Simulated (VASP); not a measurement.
Write the native input for VASP 6.6.1 that does the following.

- Task: single point
- Functional: PBEsol
- Potentials or basis: VASP PAW PBE potentials, release 64 (W_sv, C_h)
- Cutoff: 910 eV
- k mesh: 18 × 18 × 14
- Occupations: gaussian, width 0.1 eV
- Spin: no spin polarisation
- Dipole correction: no
- Further INCAR settings: ALGO = Normal; EDIFF = 1e-06; NBANDS = 16

The structure of WC lies in POSCAR:

```
WC
1.0
    2.8985811345      0.0000000000      0.0000000000
   -1.4492905672      2.5102448974      0.0000000000
    0.0000000000      0.0000000000      2.8280347686
W C
1 1
Direct
    0.0000000000      0.0000000000      0.0000000000
    0.6666666667      0.3333333333      0.5000000000
```

These files were run (other wordings do the same):

INCAR

```
SYSTEM = WC
ALGO = Normal ; EDIFF = 1E-6
ENCUT = 910 ; GGA = PS
GGA_COMPAT = .False. ; ISIF = 2
ISMEAR = 0 ; LASPH = .True.
LCHARG = .True. ; LELF = .True.
LREAL = .False. ; LVHAR = .True.
LWAVE = .False. ; NBANDS = 16
NELM = 120 ; PREC = Accurate
SIGMA = 0.1
```

KPOINTS

```
k-points
0
Gamma
  18 18 14
  0 0 0
```

Potentials or basis: VASP PAW PBE potentials, release 64 (W_sv, C_h).

Command:

```console
$ cat potpaw_PBE.64/W_sv/POTCAR potpaw_PBE.64/C_h/POTCAR > POTCAR
$ mpirun -np 1 vasp_std > vasp.out
```

Results of the run:

| Item | Value |
| --- | --- |
| Pressure | 1.0 GPa |
| Band gap on the k mesh | zero (bands 9 and 10 overlap by 1.24 eV) |

Caveat: the cutoff is under 1.25 times the usual one of these potentials, so pressure, stress and relaxed cells hold a basis-set (Pulay) error; the PAW data sets were made with another functional, which shifts forces and pressure a little; spin-orbit coupling is left out, which moves the levels of the heavy elements.

Run time: 110 s on 1 thread of AMD EPYC 7R13 Processor (Zen 3), with other jobs on the host, peak memory 0.32 GiB.
